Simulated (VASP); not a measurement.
Lu (a cell with a defect): relaxation of the atoms with revPBE

System: Lu (a cell with a defect).

```
Lu
1.0
     7.00620    0.00000    0.00000
    -3.50310    6.06755    0.00000
     0.00000    0.00000   11.10180
Lu
15
Direct
  0.16667 0.33333 0.12500
  0.16667 0.33333 0.62500
  0.33333 0.16667 0.87500
  0.16667 0.83333 0.12500
  0.33333 0.66667 0.37500
  0.16667 0.83333 0.62500
  0.33333 0.66667 0.87500
  0.66667 0.33333 0.12500
  0.83333 0.16667 0.37500
  0.66667 0.33333 0.62500
  0.83333 0.16667 0.87500
  0.66667 0.83333 0.12500
  0.83333 0.66667 0.37500
  0.66667 0.83333 0.62500
  0.83333 0.66667 0.87500
```

```json
{"Program": "VASP 6.6.1", "Task": "relaxation of the atoms", "Functional": "revPBE", "Potentials or basis": "VASP PAW PBE potentials, release 64 (Lu)", "Cutoff": "520 eV", "k mesh": "2 × 2 × 2", "Occupations": "methfessel-paxton, width 0.05 eV", "Spin": "no spin polarisation", "Dipole correction": "no", "Further INCAR settings": "ALGO = Normal; EDIFF = 1e-07; IBRION = 2; EDIFFG = -0.05; NSW = 45"}
```

The energy gained by relaxing is 1.2 meV/atom, the ionic steps are 3 and the pressure after relaxing is 0.6 GPa. The largest force after relaxing is 0.016 eV/Å and the band gap on the k mesh is zero (an odd number of electrons rules out a gap without spin polarisation).

Forces in eV/Å, atoms in the order of the input:
```
Lu   0.007 -0.004 -0.014
Lu   0.007 -0.004  0.014
Lu   0.000  0.000  0.000
Lu   0.000  0.008 -0.014
Lu  -0.004 -0.002  0.000
Lu   0.000  0.008  0.014
Lu   0.009  0.005  0.000
Lu  -0.007 -0.004 -0.014
Lu   0.000  0.004  0.000
Lu  -0.007 -0.004  0.014
Lu   0.000 -0.011  0.000
Lu   0.000  0.000 -0.011
Lu   0.004 -0.002  0.000
Lu   0.000  0.000  0.011
Lu  -0.009  0.005  0.000
```

Stress tensor (GPa, compression positive):
```
0.44 0.00 0.00
0.00 0.44 0.00
0.00 0.00 0.84
```

Step by step:
```csv
step,energy change (eV),largest force (eV/Å),pressure (GPa)
1,0.0000,0.2619,0.58
2,-0.0115,0.1596,0.56
3,-0.0185,0.0160,0.57
```

Final structure:
```
Lu
1.0
     7.00620    0.00000    0.00000
    -3.50310    6.06755    0.00000
     0.00000    0.00000   11.10180
Lu
15
Direct
  0.16726 0.33274 0.12425
  0.16726 0.33274 0.62575
  0.33333 0.16667 0.87500
  0.16726 0.83453 0.12425
  0.33874 0.66937 0.37500
  0.16726 0.83453 0.62575
  0.33110 0.66555 0.87500
  0.66547 0.33274 0.12425
  0.83063 0.16126 0.37500
  0.66547 0.33274 0.62575
  0.83445 0.16890 0.87500
  0.66667 0.83333 0.12571
  0.83063 0.66937 0.37500
  0.66667 0.83333 0.62429
  0.83445 0.66555 0.87500
```

Levels at points of the mesh, in eV from the Fermi level:
```csv
k point,band 183,band 184,band 185,band 186,band 187,band 188,band 189,band 190,band 191,band 192
"(0.00, 0.00, 0.00)",-0.54,-0.54,-0.20,-0.20,-0.13,0.13,0.21,0.21,0.23,0.41
"(0.50, 0.00, 0.00)",-0.31,-0.21,-0.16,-0.11,-0.05,0.17,0.22,0.25,0.52,0.54
"(0.00, 0.00, 0.50)",-0.30,-0.30,-0.30,-0.20,-0.19,-0.19,0.01,0.01,0.07,0.10
"(0.50, 0.00, 0.50)",-0.20,-0.19,-0.14,-0.05,-0.02,-0.02,0.02,0.09,0.12,0.38
```

Wall time 9.1 min on 4 MPI ranks on Intel(R) Xeon(R) 6975P-C (Granite Rapids), with other jobs on the host, peak memory 0.44 GiB a rank.

Caveat: the k points lie up to 0.52 Å⁻¹ apart, too coarse for converged energies and pressures of a metal; the PAW data sets were made with another functional, which shifts forces and pressure a little; spin-orbit coupling is left out, which moves the levels of the heavy elements.
